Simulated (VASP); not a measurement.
A run of VASP 6.6.1 is set up as follows.

The input INCAR:

```
SYSTEM = SiC
PREC     = Accurate       ! precision mode
ENCUT    = 600            ! plane-wave cutoff, eV
EDIFF    = 1E-6           ! SCF threshold, eV
ISMEAR   = 0              ! smearing method
SIGMA    = 0.02           ! smearing width, eV
LREAL    = .False.        ! projectors in reciprocal space
LASPH    = .True.         ! aspherical terms in the spheres
NELM     = 120            ! most SCF steps
ALGO     = Normal         ! electronic algorithm
ISIF     = 2              ! what is computed and relaxed
LWAVE    = .False.        ! write WAVECAR
LCHARG   = .False.        ! write CHGCAR
NBANDS   = 11             ! bands
GGA_COMPAT= .False.
```

Contents of KPOINTS:

```
regular mesh
0
Gamma
  16 16 16
  0 0 0
```

POSCAR

```
SiC
1.0
    0.0000000000      1.7525897087      1.7525897087
    1.7525897087      0.0000000000      1.7525897087
    1.7525897087      1.7525897087      0.0000000000
C Si
1 1
Direct
    0.0000000000      0.0000000000      0.0000000000
    0.5000000000      0.5000000000      0.5000000000
```

Potentials or basis: VASP PAW LDA potentials, release 64 (C, Si).

The run is started by

```console
$ cat potpaw_LDA.64/C/POTCAR potpaw_LDA.64/Si/POTCAR > POTCAR
$ mpirun -np 1 vasp_std > vasp.out
```

(1) Predict the band gap on the k mesh.

(2) Predict the pressure.

## Answers

(1) 0.10 eV, indirect (least direct gap 6.32 eV).

(2) 251.0 GPa.
